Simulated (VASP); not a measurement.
**CrB2RuN: single point with PBE**

Crystal: CrB2RuN.

```
Cr B Ru N
1.0
    -2.00181    2.47268    3.11882
     2.00181   -2.47268    3.11882
     2.00181    2.47268   -3.11882
Cr B Ru N
1 2 1 1
Direct
  0.50000 0.50000 0.00000
  0.67385 0.17385 0.50000
  0.32615 0.82615 0.50000
  0.00000 0.00000 0.00000
  0.50000 0.00000 0.50000
```

```
Program                : VASP 6.6.1
Task                   : single point
Functional             : PBE
Potentials or basis    : VASP PAW PBE potentials, release 64 (Cr_pv, B, Ru_pv, N)
Cutoff                 : 520 eV
k mesh                 : 6 × 6 × 6
Occupations            : gaussian, width 0.1 eV
Spin                   : collinear spin, ferromagnetic start
Starting moments       : [3.0, 0.0, 0.0, 1.0, 0.0] μB
Dipole correction      : no
Further INCAR settings : ALGO = Normal; EDIFF = 1e-07; NBANDS = 30
```

The pressure is 41.4 GPa, the largest force is 32.953 eV/Å and the net moment is 2.72 μB per cell. The site moments are Cr +2.98; B -0.06; Ru -0.31; N +0.01 μB. The valence electrons inside the program's atomic spheres are Cr 10.69; B 2.49; Ru 12.30; N 4.60.

Forces in eV/Å, atoms in the order of the input:
```
Cr    0.000   0.000   0.000
B     0.000   0.000  32.953
B     0.000   0.000 -32.953
Ru    0.000   0.000   0.000
N     0.000   0.000   0.000
```

Stress tensor (GPa, compression positive):
```
 -9.05   0.00   0.00
  0.00 -12.75   0.00
  0.00   0.00 146.06
```

Levels at points of the mesh, in eV from the Fermi level:
Spin up:
```csv
k point,band 18,band 19,band 20,band 21,band 22,band 23
"(0.00, 0.00, 0.00)",-0.44,-0.43,-0.20,-0.01,0.45,3.36
"(0.50, 0.00, 0.00)",-1.00,-0.83,-0.71,-0.23,1.18,1.79
"(0.00, 0.50, 0.00)",-1.04,-0.84,-0.49,0.18,0.85,1.76
"(0.50, 0.50, 0.00)",-0.77,-0.42,0.34,0.45,0.99,2.17
"(0.50, 0.50, 0.50)",-1.10,-0.64,-0.06,-0.03,1.28,2.10
```
Spin down:
| k point | band 15 | band 16 | band 17 | band 18 | band 19 | band 20 |
| --- | --- | --- | --- | --- | --- | --- |
| (0.00, 0.00, 0.00) | -1.80 | -1.20 | -0.90 | 0.21 | 1.66 | 1.74 |
| (0.50, 0.00, 0.00) | -1.05 | -0.92 | -0.87 | 0.62 | 0.75 | 0.87 |
| (0.00, 0.50, 0.00) | -1.42 | -0.86 | -0.14 | 0.28 | 1.10 | 1.38 |
| (0.50, 0.50, 0.00) | -1.48 | -0.95 | -0.53 | 0.99 | 1.36 | 1.89 |
| (0.50, 0.50, 0.50) | -1.57 | -1.56 | -0.67 | -0.38 | 1.82 | 1.84 |

Wall time 6 min on 1 thread of AMD EPYC 7R13 Processor (Zen 3) (shared host), peak memory 0.31 GiB.

Caveat: a cell with one magnetic atom can't hold antiferromagnetic order, which such compounds often take; forces of over 1 eV/Å act on the atoms, so gaps and moduli don't describe the material at rest. With open d or f shells a metallic result of PBE can be an artefact of self-interaction; +U or a hybrid may open a gap.
